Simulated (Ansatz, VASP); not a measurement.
Si: VASP beside Ansatz

```
Si
1.0
     2.62054    0.00000    0.00000
    -1.31027    2.26946    0.00000
     0.00000    0.00000    2.34304
Si
1
Direct
  0.00000 0.00000 0.00000
```

Change from the starting cell: strain +0.000 along x and y, -0.050 along z, atoms carried along.

Alike in both runs: task single point; functional r2SCAN; k mesh 24 × 24 × 20; occupations gaussian, width 0.15 eV; no spin polarisation.

```csv
,VASP,Ansatz
version,VASP 6.6.1,Ansatz 0.2.0
potentials or method,"VASP PAW PBE potentials, release 64 (Si), cutoff 520 eV","scalar-relativistic, plane waves, PAW"
valence electrons in the cell,4,4
```

```csv
,VASP,Ansatz,Ansatz less VASP
gap on the k mesh at the Fermi level (eV),none,none,-
pressure (GPa),10.5,10.6,+0.11
"traceless stress, the component that is largest in VASP (GPa)",10.63,10.78,+0.150
```

VASP's potentials were made for PBE, not for r2SCAN. A gap of «none» marks a metal or a gap that the smearing closes.
